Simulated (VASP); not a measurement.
# Ga3As4Se (I4/mmm) in VASP: single point with PBE

Aim: the single point of Ga3As4Se with PBE.

All numbers are computed with VASP 6.6.1; they aren't measurements. Logs are shortened: lines on timing, memory, paths and dates and some standing lists are left out, and cuts for length are marked.

### Step 1. The cell of the first run

The structure is tetragonal, space group I4/mmm (No. 139). The conventional cell has a = 7.120 Å, b = 7.120 Å, c = 10.792 Å, α = 90.00°, β = 90.00°, γ = 90.00°. Ga (site symmetry 4mm) has 1 Se at 2.69 Å and 1 Ga at 2.70 Å and 8 As at 3.63 to 3.75 Å within 3.8 Å. Ga (site symmetry 4/mmm) has 4 As at 2.43 Å and 2 Ga at 2.70 Å within 3.2 Å. As (site symmetry m2m) has 1 Ga at 2.43 Å and 1 Se at 2.61 Å within 3.2 Å. Se (site symmetry 4/mmm) has 4 As at 2.61 Å and 2 Ga at 2.69 Å within 3.4 Å.

The cell was built from a structure type or drawn by symmetry, and may not be a known phase.

### Step 2. Single point, PBE

Contents of INCAR:

```
SYSTEM = Ga3As4Se
PREC = Accurate
ENCUT = 520
EDIFF = 1E-6
ISMEAR = 0
SIGMA = 0.2
LREAL = .FALSE.
LASPH = .TRUE.
NELM = 100
ALGO = Normal
ISIF = 2
LWAVE = .FALSE.
LCHARG = .FALSE.
GGA = PE
NBANDS = 42
```

Contents of KPOINTS:

```
Automatic mesh
0
G
  4 4 4
  0 0 0
```

Contents of POSCAR:

```
Ga3As4Se
1.0
   -3.5598333201      3.5598333201      5.3960705151
    3.5598333201     -3.5598333201      5.3960705151
    3.5598333201      3.5598333201     -5.3960705151
Ga As Se
3 4 1
Direct
    0.2504597215      0.2504597215      0.0000000000
    0.7495402785      0.7495402785      0.0000000000
    0.0000000000      0.0000000000      0.0000000000
    0.2411196958      0.2411196958      0.4822393915
    0.7588803042      0.7588803042      0.5177606085
    0.2411196958      0.7588803042      0.0000000000
    0.7588803042      0.2411196958      0.0000000000
    0.5000000000      0.5000000000      0.0000000000
```

Potentials or basis: VASP PAW PBE potentials, release 64 (Ga_d, As, Se).

Started as:

```console
cat potpaw_PBE.64/Ga_d/POTCAR potpaw_PBE.64/As/POTCAR potpaw_PBE.64/Se/POTCAR > POTCAR
mpirun -np 1 vasp_std > vasp.out
```

OUTCAR:

```text
SYSTEM = Ga3As4Se
   PREC = Accurate
   ENCUT = 520
   EDIFF = 1E-6
   ISMEAR = 0
   LREAL = .FALSE.
   LASPH = .TRUE.
   NELM = 100
   ISIF = 2
   GGA = PE

 ion  position               nearest neighbor table
   1  0.250  0.250  0.000-   8 2.69   3 2.70
   2  0.750  0.750  0.000-   8 2.69   3 2.70
   3  0.000  0.000  0.000-   4 2.43   5 2.43   6 2.43   7 2.43   1 2.70   2 2.70
   4  0.241  0.241  0.482-   3 2.43   8 2.61
   5  0.759  0.759  0.518-   3 2.43   8 2.61
   6  0.241  0.759  0.000-   3 2.43   8 2.61
   7  0.759  0.241  0.000-   3 2.43   8 2.61
   8  0.500  0.500  0.000-   6 2.61   7 2.61   5 2.61   4 2.61   2 2.69   1 2.69

  LATTYP: Found a body centered tetragonal cell.
 ALAT       =     7.1196666402
 C/A-ratio  =     1.5158211157

  Lattice vectors:

 A1 = (  -3.5598333201,   3.5598333201,   5.3960705151)
 A2 = (   3.5598333201,  -3.5598333201,   5.3960705151)
 A3 = (   3.5598333201,   3.5598333201,  -5.3960705151)

Analysis of symmetry for initial positions (statically):
=====================================================================
 Subroutine PRICEL returns:
 Original cell was already a primitive cell.

 Routine SETGRP: Setting up the symmetry group for a
 body centered tetragonal supercell.

 Subroutine GETGRP returns: Found 16 space group operations
 (whereof 16 operations were pure point group operations)
 out of a pool of 16 trial point group operations.

The static configuration has the point symmetry D_4h.

Analysis of symmetry for dynamics (positions and initial velocities):
=====================================================================
 Subroutine PRICEL returns:
 Original cell was already a primitive cell.

 Routine SETGRP: Setting up the symmetry group for a
 body centered tetragonal supercell.

 Subroutine GETGRP returns: Found 16 space group operations
 (whereof 16 operations were pure point group operations)
 out of a pool of 16 trial point group operations.

The dynamic configuration has the point symmetry D_4h.

 Subroutine INISYM returns: Found 16 space group operations
 (whereof 16 operations are pure point group operations),
 and found     1 'primitive' translations

----------------------------------------------------------------------------------------

                                     Primitive cell

  volume of cell :     273.5249

  direct lattice vectors                    reciprocal lattice vectors
    -3.559833320  3.559833320  5.396070515     0.000000000  0.140456014  0.092660020
     3.559833320 -3.559833320  5.396070515     0.140456014  0.000000000  0.092660020
     3.559833320  3.559833320 -5.396070515     0.140456014  0.140456014  0.000000000

  length of vectors
     7.379864737  7.379864737  7.379864737     0.168266964  0.168266964  0.198634800

  position of ions in fractional coordinates (direct lattice)
     0.250459722  0.250459722  0.000000000
     0.749540278  0.749540278  0.000000000
     0.000000000  0.000000000  0.000000000
     0.241119696  0.241119696  0.482239392
     0.758880304  0.758880304  0.517760608
     0.241119696  0.758880304  0.000000000
     0.758880304  0.241119696  0.000000000
     0.500000000  0.500000000  0.000000000

  ion indices of the primitive-cell ions
   primitive index   ion index
                 1           1
                 2           2
                 3           3
                 4           4
                 5           5
                 6           6
                 7           7
                 8           8

----------------------------------------------------------------------------------------

 KPOINTS: Automatic mesh

Automatic generation of k-mesh.
 Grid dimensions read from file:
 generate k-points for:    4    4    4

 Generating k-lattice:

  Cartesian coordinates                     Fractional coordinates (reciprocal lattice)
     0.000000000  0.035114004  0.023165005     0.250000000 -0.000000000  0.000000000
     0.035114004  0.000000000  0.023165005    -0.000000000  0.250000000  0.000000000
     0.035114004  0.035114004  0.000000000     0.000000000  0.000000000  0.250000000

  Length of vectors
     0.042066741  0.042066741  0.049658700

  Shift w.r.t. Gamma in fractional coordinates (k-lattice)
     0.000000000  0.000000000  0.000000000

 Subroutine IBZKPT returns following result:
 ===========================================

 Found     13 irreducible k-points:

 Following reciprocal coordinates:
            Coordinates               Weight
  0.000000  0.000000  0.000000      1.000000
  0.250000  0.000000 -0.000000      8.000000
  0.500000  0.000000 -0.000000      4.000000
  0.250000  0.250000 -0.000000      8.000000
  0.500000  0.250000  0.000000     16.000000
 -0.250000  0.250000  0.000000      4.000000
  0.500000  0.500000 -0.000000      2.000000
  0.250000  0.250000  0.250000      2.000000
 -0.250000  0.250000  0.250000      4.000000
  0.500000  0.500000  0.250000      4.000000
 -0.250000  0.500000  0.250000      8.000000
 -0.250000 -0.250000  0.250000      2.000000
  0.500000  0.500000  0.500000      1.000000
   k-points           NKPTS =     13   k-points in BZ     NKDIM =     13   number of bands    NBANDS=     42
   number of dos      NEDOS =    301   number of ions     NIONS =      8
   total plane-waves  NPLWV = 175616
   dimension x,y,z NGX =    56 NGY =   56 NGZ =   56
   dimension x,y,z NGXF=   112 NGYF=  112 NGZF=  112
   ions per type =               3   4   1
   NGX,Y,Z   is equivalent  to a cutoff of  12.62, 12.62, 12.62 a.u.
   NGXF,Y,Z  is equivalent  to a cutoff of  25.23, 25.23, 25.23 a.u.
 SYSTEM =  Ga3As4Se
   PREC   = accura    normal or accurate (medium, high low for compatibility)
   ISTART =      0    job   : 0-new  1-cont  2-samecut
   ICHARG =      2    charge: 1-file 2-atom 10-const
   ISPIN  =      1    spin polarized calculation?
   LNONCOLLINEAR =      F non collinear calculations
   LSORBIT =      F    spin-orbit coupling
   LASPH  =      T    aspherical Exc in radial PAW
   ENCUT  =  520.0 eV  38.22 Ry    6.18 a.u.  13.72 13.72 13.72*2*pi/ulx,y,z
   NELM   =    100;   NELMIN=  2; NELMDL= -5     # of ELM steps
   EDIFF  = 0.1E-05   stopping-criterion for ELM
   LREAL  =      F    real-space projection
   EDIFFG = 0.1E-04   stopping-criterion for IOM
   NSW    =      0    number of steps for IOM
   IBRION =     -1    ionic relax: 0-MD 1-quasi-New 2-CG
   NFREE  =      0    steps in history (QN), initial steepest desc. (CG)
   ISIF   =      2    stress and relaxation
   ISYM   =      2    0-nonsym 1-usesym 2-fastsym
   POTIM  = 0.5000    time-step for ionic-motion
   TEBEG  =    0.0;   TEEND  =   0.0 temperature during run
   PSTRESS=    0.0 pullay stress
   NELECT =      65.0000    total number of electrons
   NUPDOWN=      -1.0000    fix difference up-down
   EMIN   =  10.00;   EMAX   =-10.00  energy-range for DOS
   EFERMI =   0.00;   METHOD = LEGACY
   ISMEAR =     0;   SIGMA  =   0.20  broadening in eV -4-tet -1-fermi 0-gaus
   EFERMI_NEDOS =   21; number of points for ismear=-14 and -15
   IALGO  =     38    algorithm
   IMIX   =      4    mixing-type and parameters
     AMIX     =   0.40;   BMIX     =  1.00
     AMIX_MAG =   1.60;   BMIX_MAG =  1.00
  volume/ion in A,a.u.               =      34.19       230.73
  Fermi-wavevector in a.u.,A,eV,Ry     =   1.014021  1.916222 13.990037  1.028239
  Thomas-Fermi vector in A             =   2.147224
   LORBIT       =      0    0 simple, 1 ext, 2 COOP (PROOUT), +10 PAW based schemes
   GGA     = PE    functional components
   LHFCALC =     F    Hartree Fock is set to
   AEXX    =    0.0000 exact exchange contribution
   IVDW    =     0    specifies the selected vdW correction
   LEPSILON=     F    determine dielectric tensor
   LRPA    =     F    only Hartree local field effects (RPA)
 non-spin polarized calculation
 Gauss-broadening in eV      SIGMA  =   0.20
  energy-cutoff  :      520.00
  volume of cell :      273.52
 maximum number of plane-waves:      7384
 NGX is ok and might be reduce to    56
   NGX = 27   NGY = 27   NGZ = 27

 number of electron      65.0000009 magnetization

 Free energy of the ion-electron system (eV)
  ---------------------------------------------------
  ext. energy  EPLUGINS =         0.00000000
  ---------------------------------------------------
  free energy    TOTEN  =       -24.58370602 eV

  energy without entropy =      -24.47334566  energy(sigma->0) =      -24.52852584

 E-fermi :   1.1179     XC(G=0):  -7.7242

 val. band max:        1.0965373071   @ k =   0.2500   0.0000  -0.0000
 cond. band min:       1.1267261723   @ k =   0.5000   0.5000  -0.0000
 fundamental gap:      0.0301888652
 Fermi energy:         1.1178848374

 k-point     1 :       0.0000    0.0000    0.0000
  band No.  band energies     occupation
      1     -14.0098      2.00000
      2     -13.9398      2.00000
      3     -13.8304      2.00000
      4     -13.8131      2.00000
      5     -13.8131      2.00000
      6     -13.7606      2.00000
[... 34 lines left out ...]
     41       4.3342      0.00000
     42       4.9594      0.00000

 k-point     2 :       0.2500    0.0000   -0.0000
  band No.  band energies     occupation
      1     -13.9959      2.00000
      2     -13.9402      2.00000
      3     -13.8774      2.00000
      4     -13.8136      2.00000
      5     -13.8136      2.00000
      6     -13.7581      2.00000
[... 34 lines left out ...]
     41       4.5716      0.00000
     42       4.6061      0.00000

 k-point     3 :       0.5000    0.0000   -0.0000
  band No.  band energies     occupation
      1     -13.9747      2.00000
      2     -13.9406      2.00000
      3     -13.9149      2.00000
      4     -13.8141      2.00000
      5     -13.8141      2.00000
      6     -13.7583      2.00000
[... 34 lines left out ...]
     41       4.2109      0.00000
     42       5.2795      0.00000

 k-point     4 :       0.2500    0.2500   -0.0000
  band No.  band energies     occupation
      1     -13.9778      2.00000
      2     -13.9521      2.00000
      3     -13.9028      2.00000
      4     -13.8141      2.00000
      5     -13.8141      2.00000
      6     -13.7583      2.00000
[... 349 lines left out ...]
     41       3.8342      0.00000
     42       4.2249      0.00000

 k-point    12 :      -0.2500   -0.2500    0.2500
  band No.  band energies     occupation
      1     -13.9847      2.00000
      2     -13.9394      2.00000
      3     -13.9125      2.00000
      4     -13.8141      2.00000
      5     -13.8141      2.00000
      6     -13.7583      2.00000
[... 34 lines left out ...]
     41       4.0105      0.00000
     42       4.0105      0.00000

 k-point    13 :       0.5000    0.5000    0.5000
  band No.  band energies     occupation
      1     -14.0507      2.00000
      2     -13.9391      2.00000
      3     -13.8142      2.00000
      4     -13.8142      2.00000
      5     -13.7613      2.00000
      6     -13.7588      2.00000
[... 34 lines left out ...]
     41       3.3651      0.00000
     42       3.6010      0.00000

------------------------ aborting loop because EDIFF is reached ----------------------------------------

  FORCE on cell =-STRESS in cart. coord.  units (eV):
  Direction    XX          YY          ZZ          XY          YZ          ZX
  --------------------------------------------------------------------------------------
  -------------------------------------------------------------------------------------
  Total        0.9288738      0.9288738      1.1121367      0.0000000      0.0000000      0.0000000
  in kB        5.4408952      5.4408952      6.5143611      0.0000000      0.0000000      0.0000000
  external PRESSURE =       5.7987172 kB  Pullay stress =       0.0000000 kB

 VOLUME and BASIS-vectors are now :
 -----------------------------------------------------------------------------
  energy-cutoff  :      520.00
  volume of cell :      273.52
      direct lattice vectors                 reciprocal lattice vectors
    -3.559833320  3.559833320  5.396070515     0.000000000  0.140456014  0.092660020
     3.559833320 -3.559833320  5.396070515     0.140456014  0.000000000  0.092660020
     3.559833320  3.559833320 -5.396070515     0.140456014  0.140456014  0.000000000

 POSITION                                       TOTAL-FORCE (eV/Angst)
 -----------------------------------------------------------------------------------
      0.00000      0.00000      2.70300         0.000000      0.000000     -0.025955
      0.00000      0.00000      8.08914         0.000000      0.000000      0.025955
      0.00000      0.00000      0.00000         0.000000      0.000000     -0.000000
      1.71669      1.71669      0.00000         0.022310      0.022310      0.000000
      1.84314      1.84314      5.39607        -0.022310     -0.022310      0.000000
      1.84314     -1.84314      5.39607        -0.022310      0.022310     -0.000000
     -1.84314      1.84314      5.39607         0.022310     -0.022310     -0.000000
      0.00000      0.00000      5.39607         0.000000      0.000000     -0.000000
 -----------------------------------------------------------------------------------
    total drift:                                0.000000      0.000000      0.000000

  FREE ENERGIE OF THE ION-ELECTRON SYSTEM (eV)
  ---------------------------------------------------
  free  energy   TOTEN  =       -24.5837060232 eV

  energy  without entropy=      -24.4733456603  energy(sigma->0) =      -24.52852584
```

Run time: 2.1 min. Hardware: 1 thread of Intel Xeon 6975P-C (Granite Rapids), shared host; peak memory 0.5 GiB.

What came out:

| Item | Value |
| --- | --- |
| Free energy | -24.5837 eV |
| Pressure | 0.6 GPa |
| Largest force | 0.032 eV/Å |
| Band gap on the k mesh | zero (an odd number of electrons rules out a gap without spin polarisation) |

Forces in eV/Å, atoms in the order of the input:
```
Ga   0.000  0.000 -0.026
Ga   0.000  0.000  0.026
Ga   0.000  0.000  0.000
As   0.022  0.022  0.000
As  -0.022 -0.022  0.000
As  -0.022  0.022  0.000
As   0.022 -0.022  0.000
Se   0.000  0.000  0.000
```
